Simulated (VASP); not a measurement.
# Na3Mg4F12 (a cell with a defect) in VASP: single point with PBEsol

Aim: the single point of Na3Mg4F12 (a cell with a defect) with PBEsol.

Program: VASP 6.6.1. These are calculated values, not measurements. Logs are shortened: lines on timing, memory, paths and dates and some standing lists are left out, and cuts for length are marked.

## Step 1: The cell of the first run

The cell holds a defect, 19 atoms: a = 6.768 Å, b = 6.768 Å, c = 6.768 Å, α = 109.47°, β = 109.47°, γ = 109.47°.

## Step 2: Single point, PBEsol

INCAR

```
SYSTEM = Na3Mg4F12
PREC     = Accurate       ! precision mode
ENCUT    = 520            ! plane-wave cutoff, eV
EDIFF    = 1E-6           ! SCF threshold, eV
ISMEAR   = 0              ! smearing method
SIGMA    = 0.05           ! smearing width, eV
LREAL    = Auto         
LASPH    = .TRUE.         ! aspherical terms in the spheres
NELM     = 60             ! most SCF steps
ALGO     = Normal         ! electronic algorithm
ISIF     = 2              ! what is computed and relaxed
LWAVE    = .FALSE.        ! write WAVECAR
LCHARG   = .TRUE.         ! write CHGCAR
GGA      = PS             ! functional
LELF     = .TRUE.         ! ELF
LVHAR    = .TRUE.       
NBANDS   = 72             ! bands
NELECT   = 114.0
```

KPOINTS

```
regular mesh
0
G
  4 4 4
  0 0 0
```

POSCAR

```
Na3Mg4F12
1.0
   -3.9072611318      3.9072611318      3.9072611318
    3.9072611318     -3.9072611318      3.9072611318
    3.9072611318      3.9072611318     -3.9072611318
Na Mg F
3 4 12
Direct
    0.0000000000      0.5000000000      0.5000000000
    0.0000000000      0.0000000000      0.0000000000
    0.5000000000      0.5000000000      0.0000000000
    0.5000000000      0.5000000000      0.5000000000
    0.0000000000      0.0000000000      0.5000000000
    0.0000000000      0.5000000000      0.0000000000
    0.5000000000      0.0000000000      0.0000000000
    0.2422887520      0.2577112480      0.5000000000
    0.7577112480      0.7422887520      0.5000000000
    0.7577112480      0.2577112480      0.0154224960
    0.2422887520      0.7422887520     -0.0154224960
    0.7577112480      0.5154224960      0.7577112480
    0.2422887520      0.0000000000      0.7577112480
    0.2422887520      0.4845775040      0.2422887520
    0.7577112480      0.0000000000      0.2422887520
    0.5000000000      0.2577112480      0.2422887520
   -0.0154224960      0.7422887520      0.2422887520
    0.0154224960      0.2577112480      0.7577112480
    0.5000000000      0.7422887520      0.7577112480
```

Potentials or basis: VASP PAW PBE potentials, release 64 (Na_pv, Mg, F).

Started as:

```
> cat potpaw_PBE.64/Na_pv/POTCAR potpaw_PBE.64/Mg/POTCAR potpaw_PBE.64/F/POTCAR > POTCAR
> mpirun -np 1 vasp_std > vasp.out
```

OUTCAR:

```text
SYSTEM = Na3Mg4F12
   PREC = Accurate
   ENCUT = 520
   EDIFF = 1E-6
   ISMEAR = 0
   LREAL = Auto
   LASPH = .TRUE.
   NELM = 60
   ISIF = 2
   GGA = PS
   NELECT = 114.0

 ion  position               nearest neighbor table
   1  0.000  0.500  0.500-
   2  0.000  0.000  0.000-
   3  0.500  0.500  0.000-
   4  0.500  0.500  0.500-   8 1.96   9 1.96  12 1.96  14 1.96  16 1.96  19 1.96
   5  0.000  0.000  0.500-   8 1.96   9 1.96  13 1.96  15 1.96  17 1.96  18 1.96
   6  0.000  0.500  0.000-  12 1.96  14 1.96  17 1.96  18 1.96  10 1.96  11 1.96
   7  0.500  0.000  0.000-  10 1.96  11 1.96  13 1.96  15 1.96  16 1.96  19 1.96
   8  0.242  0.258  0.500-   4 1.96   5 1.96
   9  0.758  0.742  0.500-   4 1.96   5 1.96
  10  0.758  0.258  0.015-   7 1.96   6 1.96
  11  0.242  0.742  0.985-   7 1.96   6 1.96
  12  0.758  0.515  0.758-   4 1.96   6 1.96
  13  0.242  0.000  0.758-   5 1.96   7 1.96
  14  0.242  0.485  0.242-   4 1.96   6 1.96
  15  0.758  0.000  0.242-   5 1.96   7 1.96
  16  0.500  0.258  0.242-   4 1.96   7 1.96
  17  0.985  0.742  0.242-   5 1.96   6 1.96
  18  0.015  0.258  0.758-   5 1.96   6 1.96
  19  0.500  0.742  0.758-   4 1.96   7 1.96

  LATTYP: Found a body centered cubic cell.
 ALAT       =     7.8145222636

  Lattice vectors:

 A1 = (  -3.9072611318,   3.9072611318,   3.9072611318)
 A2 = (   3.9072611318,  -3.9072611318,   3.9072611318)
 A3 = (   3.9072611318,   3.9072611318,  -3.9072611318)

Analysis of symmetry for initial positions (statically):
=====================================================================
 Subroutine PRICEL returns:
 Original cell was already a primitive cell.

 Routine SETGRP: Setting up the symmetry group for a
 body centered cubic supercell.

 Subroutine GETGRP returns: Found 48 space group operations
 (whereof 16 operations were pure point group operations)
 out of a pool of 48 trial point group operations.

The static configuration has the point symmetry D_4h.
 The point group associated with its full space group is O_h .

Analysis of symmetry for dynamics (positions and initial velocities):
=====================================================================
 Subroutine PRICEL returns:
 Original cell was already a primitive cell.

 Routine SETGRP: Setting up the symmetry group for a
 body centered cubic supercell.

 Subroutine GETGRP returns: Found 48 space group operations
 (whereof 16 operations were pure point group operations)
 out of a pool of 48 trial point group operations.

The dynamic configuration has the point symmetry D_4h.
 The point group associated with its full space group is O_h .

 Subroutine INISYM returns: Found 48 space group operations
 (whereof 16 operations are pure point group operations),
 and found     1 'primitive' translations

----------------------------------------------------------------------------------------

                                     Primitive cell

  volume of cell :     238.6038

  direct lattice vectors                    reciprocal lattice vectors
    -3.907261132  3.907261132  3.907261132     0.000000000  0.127966876  0.127966876
     3.907261132 -3.907261132  3.907261132     0.127966876  0.000000000  0.127966876
     3.907261132  3.907261132 -3.907261132     0.127966876  0.127966876  0.000000000

  length of vectors
     6.767574799  6.767574799  6.767574799     0.180972491  0.180972491  0.180972491

  position of ions in fractional coordinates (direct lattice)
     0.000000000  0.500000000  0.500000000
     0.000000000  0.000000000  0.000000000
     0.500000000  0.500000000  0.000000000
     0.500000000  0.500000000  0.500000000
     0.000000000  0.000000000  0.500000000
     0.000000000  0.500000000  0.000000000
[... 11 lines left out ...]
     0.015422496  0.257711248  0.757711248
     0.500000000  0.742288752  0.757711248

  ion indices of the primitive-cell ions
   primitive index   ion index
                 1           1
                 2           2
                 3           3
                 4           4
                 5           5
                 6           6
[... 11 lines left out ...]
                18          18
                19          19

----------------------------------------------------------------------------------------

 KPOINTS: regular mesh

Automatic generation of k-mesh.
 Grid dimensions read from file:
 generate k-points for:    4    4    4

 Generating k-lattice:

  Cartesian coordinates                     Fractional coordinates (reciprocal lattice)
     0.000000000  0.031991719  0.031991719     0.250000000  0.000000000  0.000000000
     0.031991719  0.000000000  0.031991719     0.000000000  0.250000000  0.000000000
     0.031991719  0.031991719  0.000000000     0.000000000  0.000000000  0.250000000

  Length of vectors
     0.045243123  0.045243123  0.045243123

  Shift w.r.t. Gamma in fractional coordinates (k-lattice)
     0.000000000  0.000000000  0.000000000

 Subroutine IBZKPT returns following result:
 ===========================================

 Found      8 irreducible k-points:

 Following reciprocal coordinates:
            Coordinates               Weight
  0.000000  0.000000  0.000000      1.000000
  0.250000  0.000000  0.000000     12.000000
  0.500000  0.000000  0.000000      6.000000
  0.250000  0.250000  0.000000     24.000000
  0.250000  0.250000  0.250000      2.000000
 -0.250000  0.250000  0.250000      6.000000
  0.500000  0.500000  0.250000     12.000000
  0.500000  0.500000  0.500000      1.000000
   k-points           NKPTS =      8   k-points in BZ     NKDIM =      8   number of bands    NBANDS=     72
   number of dos      NEDOS =    301   number of ions     NIONS =     19
   total plane-waves  NPLWV = 125000
   dimension x,y,z NGX =    50 NGY =   50 NGZ =   50
   dimension x,y,z NGXF=   100 NGYF=  100 NGZF=  100
   ions per type =               3   4  12
   NGX,Y,Z   is equivalent  to a cutoff of  12.28, 12.28, 12.28 a.u.
   NGXF,Y,Z  is equivalent  to a cutoff of  24.57, 24.57, 24.57 a.u.
 SYSTEM =  Na3Mg4F12
   PREC   = accura    normal or accurate (medium, high low for compatibility)
   ISTART =      0    job   : 0-new  1-cont  2-samecut
   ICHARG =      2    charge: 1-file 2-atom 10-const
   ISPIN  =      1    spin polarized calculation?
   LNONCOLLINEAR =      F non collinear calculations
   LSORBIT =      F    spin-orbit coupling
   LASPH  =      T    aspherical Exc in radial PAW
   ENCUT  =  520.0 eV  38.22 Ry    6.18 a.u.  12.58 12.58 12.58*2*pi/ulx,y,z
   NELM   =     60;   NELMIN=  2; NELMDL= -5     # of ELM steps
   EDIFF  = 0.1E-05   stopping-criterion for ELM
   LREAL  =      T    real-space projection
   EDIFFG = 0.1E-04   stopping-criterion for IOM
   NSW    =      0    number of steps for IOM
[... 5 lines left out ...]
   TEBEG  =    0.0;   TEEND  =   0.0 temperature during run
   PSTRESS=    0.0 pullay stress
   NELECT =     114.0000    total number of electrons
   NUPDOWN=      -1.0000    fix difference up-down
   EMIN   =  10.00;   EMAX   =-10.00  energy-range for DOS
   EFERMI =   0.00;   METHOD = LEGACY
   ISMEAR =     0;   SIGMA  =   0.05  broadening in eV -4-tet -1-fermi 0-gaus
   EFERMI_NEDOS =   21; number of points for ismear=-14 and -15
   IALGO  =     38    algorithm
   IMIX   =      4    mixing-type and parameters
     AMIX     =   0.40;   BMIX     =  1.00
     AMIX_MAG =   1.60;   BMIX_MAG =  1.00
  volume/ion in A,a.u.               =      12.56        84.75
  Fermi-wavevector in a.u.,A,eV,Ry     =   1.279825  2.418519 22.285700  1.637953
  Thomas-Fermi vector in A             =   2.412288
   LORBIT       =      0    0 simple, 1 ext, 2 COOP (PROOUT), +10 PAW based schemes
   GGA     = PS    functional components
   LHFCALC =     F    Hartree Fock is set to
   AEXX    =    0.0000 exact exchange contribution
   IVDW    =     0    specifies the selected vdW correction
   LEPSILON=     F    determine dielectric tensor
   LRPA    =     F    only Hartree local field effects (RPA)
 non-spin polarized calculation
 Gauss-broadening in eV      SIGMA  =   0.05
  energy-cutoff  :      520.00
  volume of cell :      238.60
 maximum number of plane-waves:      6506
   NGX = 25   NGY = 25   NGZ = 25

 number of electron     113.9999942 magnetization

 Free energy of the ion-electron system (eV)
  ---------------------------------------------------
  ext. energy  EPLUGINS =         0.00000000
  ---------------------------------------------------
  free energy    TOTEN  =       -94.86547796 eV

  energy without entropy =      -94.86547796  energy(sigma->0) =      -94.86547796

 E-fermi :  -1.6720     XC(G=0):  -9.2121

 val. band max:       -1.9978541205   @ k =   0.0000   0.0000   0.0000
 cond. band min:       4.1736964621   @ k =   0.0000   0.0000   0.0000
 fundamental gap:      6.1715505826
 Fermi energy:        -1.6719966266

 k-point     1 :       0.0000    0.0000    0.0000
  band No.  band energies     occupation
      1     -22.3680      2.00000
      2     -22.3680      2.00000
      3     -22.3680      2.00000
      4     -22.3225      2.00000
      5     -22.3225      2.00000
      6     -22.3225      2.00000
[... 61 lines left out ...]
     68      11.2316      0.00000
     69      11.2316      0.00000

 k-point     2 :       0.2500    0.0000    0.0000
  band No.  band energies     occupation
      1     -22.3843      2.00000
      2     -22.3763      2.00000
      3     -22.3678      2.00000
      4     -22.3527      2.00000
      5     -22.3262      2.00000
      6     -22.3189      2.00000
[... 61 lines left out ...]
     68      11.2362      0.00000
     69      11.2481      0.00000

 k-point     3 :       0.5000    0.0000    0.0000
  band No.  band energies     occupation
      1     -22.4068      2.00000
      2     -22.3846      2.00000
      3     -22.3716      2.00000
      4     -22.3299      2.00000
      5     -22.3263      2.00000
      6     -22.3252      2.00000
[... 61 lines left out ...]
     68      10.9939      0.00000
     69      11.2418      0.00000

 k-point     4 :       0.2500    0.2500    0.0000
  band No.  band energies     occupation
      1     -22.4026      2.00000
      2     -22.3861      2.00000
      3     -22.3816      2.00000
      4     -22.3346      2.00000
      5     -22.3279      2.00000
      6     -22.3135      2.00000
[... 61 lines left out ...]
     68      10.9921      0.00000
     69      11.6150      0.00000

 k-point     5 :       0.2500    0.2500    0.2500
  band No.  band energies     occupation
      1     -22.3758      2.00000
      2     -22.3758      2.00000
      3     -22.3758      2.00000
      4     -22.3686      2.00000
      5     -22.3111      2.00000
      6     -22.3111      2.00000
[... 61 lines left out ...]
     68      10.8813      0.00000
     69      10.8854      0.00000

 k-point     6 :      -0.2500    0.2500    0.2500
  band No.  band energies     occupation
      1     -22.4062      2.00000
      2     -22.3985      2.00000
      3     -22.3985      2.00000
      4     -22.3295      2.00000
      5     -22.3159      2.00000
      6     -22.3159      2.00000
[... 61 lines left out ...]
     68      11.1433      0.00000
     69      11.1752      0.00000

 k-point     7 :       0.5000    0.5000    0.2500
  band No.  band energies     occupation
      1     -22.4256      2.00000
      2     -22.4160      2.00000
      3     -22.4130      2.00000
      4     -22.3102      2.00000
      5     -22.3101      2.00000
      6     -22.3029      2.00000
[... 61 lines left out ...]
     68      11.4989      0.00000
     69      11.9726      0.00000

 k-point     8 :       0.5000    0.5000    0.5000
  band No.  band energies     occupation
      1     -22.4388      2.00000
      2     -22.4388      2.00000
      3     -22.4388      2.00000
      4     -22.2990      2.00000
      5     -22.2990      2.00000
      6     -22.2990      2.00000
[... 61 lines left out ...]
     68      11.4588      0.00000
     69      11.4588      0.00000
 [bands above 69 left out]

------------------------ aborting loop because EDIFF is reached ----------------------------------------

  FORCE on cell =-STRESS in cart. coord.  units (eV):
  Direction    XX          YY          ZZ          XY          YZ          ZX
  --------------------------------------------------------------------------------------
  -------------------------------------------------------------------------------------
  Total        4.7592234      4.7592234      4.7592234     -0.0000000     -0.0000000      0.0000000
  in kB       31.9572479     31.9572479     31.9572479     -0.0000000     -0.0000000      0.0000000
  external PRESSURE =      31.9572479 kB  Pullay stress =       0.0000000 kB

 VOLUME and BASIS-vectors are now :
 -----------------------------------------------------------------------------
  energy-cutoff  :      520.00
  volume of cell :      238.60
      direct lattice vectors                 reciprocal lattice vectors
    -3.907261132  3.907261132  3.907261132     0.000000000  0.127966876  0.127966876
     3.907261132 -3.907261132  3.907261132     0.127966876  0.000000000  0.127966876
     3.907261132  3.907261132 -3.907261132     0.127966876  0.127966876  0.000000000

 POSITION                                       TOTAL-FORCE (eV/Angst)
 -----------------------------------------------------------------------------------
      3.90726      0.00000      0.00000         0.000000      0.000000     -0.000000
      0.00000      0.00000      0.00000         0.000000      0.000000     -0.000000
      0.00000      0.00000      3.90726         0.000000      0.000000     -0.000000
      1.95363      1.95363      1.95363         0.000000      0.000000     -0.000000
      1.95363      1.95363     -1.95363         0.000000     -0.000000     -0.000000
      1.95363     -1.95363      1.95363         0.000000     -0.000000     -0.000000
[... 11 lines left out ...]
      3.90726      2.01389     -1.89337         0.000000      0.003634      0.003634
      3.90726      2.01389      1.89337         0.000000      0.003634     -0.003634
 -----------------------------------------------------------------------------------
    total drift:                                0.000000      0.000000     -0.000000

  FREE ENERGIE OF THE ION-ELECTRON SYSTEM (eV)
  ---------------------------------------------------
  free  energy   TOTEN  =       -94.8654779575 eV

  energy  without entropy=      -94.8654779575  energy(sigma->0) =      -94.86547796
```

Wall time 6.2 min (1 thread of Oxide Virtual Turin-like, shared host); peak memory 0.35 GiB.

Results:

```
Free energy   : -94.8655 eV
Largest force : 0.005 eV/Å
```

Forces on the atoms (eV/Å):
```
Na   0.000  0.000  0.000
Na   0.000  0.000  0.000
Na   0.000  0.000  0.000
Mg   0.000  0.000  0.000
Mg   0.000  0.000  0.000
Mg   0.000  0.000  0.000
Mg   0.000  0.000  0.000
F    0.004 -0.004  0.000
F   -0.004  0.004  0.000
F    0.004  0.004  0.000
F   -0.004 -0.004  0.000
F    0.004  0.000  0.004
F    0.004  0.000 -0.004
F   -0.004  0.000 -0.004
F   -0.004  0.000  0.004
F    0.000 -0.004  0.004
F    0.000 -0.004 -0.004
F    0.000  0.004  0.004
F    0.000  0.004 -0.004
```

Caveat: the cell carries a net charge on a neutralising background, which shifts energy and pressure; the cell is charged against a uniform background, so pressure and absolute levels hang on convention; the PAW data sets were made with another functional, which shifts forces and pressure a little.
